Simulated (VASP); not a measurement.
Crystal: MoPd.

```xyz
2
Lattice="2.7939 0.0000 0.0000 -1.3969 2.4196 0.0000 0.0000 0.0000 4.5664" Properties=species:S:1:pos:R:3 pbc="T T T"
Mo    1.3969    0.8065    2.2832
Pd    0.0000    1.6131    0.0000
```

```yaml
Program: VASP 6.6.1
Task: relaxation of volume and atoms at fixed shape
Functional: LDA
Potentials_or_basis: VASP PAW LDA potentials, release 64 (Mo_sv, Pd_sv_GW)
Cutoff: 630 eV
k_mesh: 8 × 8 × 5
Occupations: fermi-dirac, width 0.1 eV
Spin: no spin polarisation
```

At the start: pressure -14.5 GPa; volume 15.43 Å³/atom.

Problem. Where does the relaxation end?

Solution. Over 4 steps the energy falls by 44.7 meV/atom and the volume is 14.51 Å³/atom (-6.0 %); space group P-6m2 (No. 187, to 0.1 Å) before and after.

Step by step:
| step | energy change (eV) | largest force (eV/Å) | pressure (GPa) | volume (Å³) |
| --- | --- | --- | --- | --- |
| 1 | 0.0000 | 0.0000 | -14.50 | 30.87 |
| 2 | 0.5106 | 0.0000 | 55.56 | 25.04 |
| 3 | -0.0891 | 0.0000 | -0.92 | 29.10 |
| 4 | -0.0894 | 0.0000 | -0.17 | 29.02 |

Final structure:
```
CELL_PARAMETERS angstrom
2.73706 0.00000 0.00000
-1.36853 2.37037 0.00000
0.00000 0.00000 4.47348
ATOMIC_POSITIONS crystal
Mo 0.66667 0.33333 0.50000
Pd 0.33333 0.66667 0.00000
```
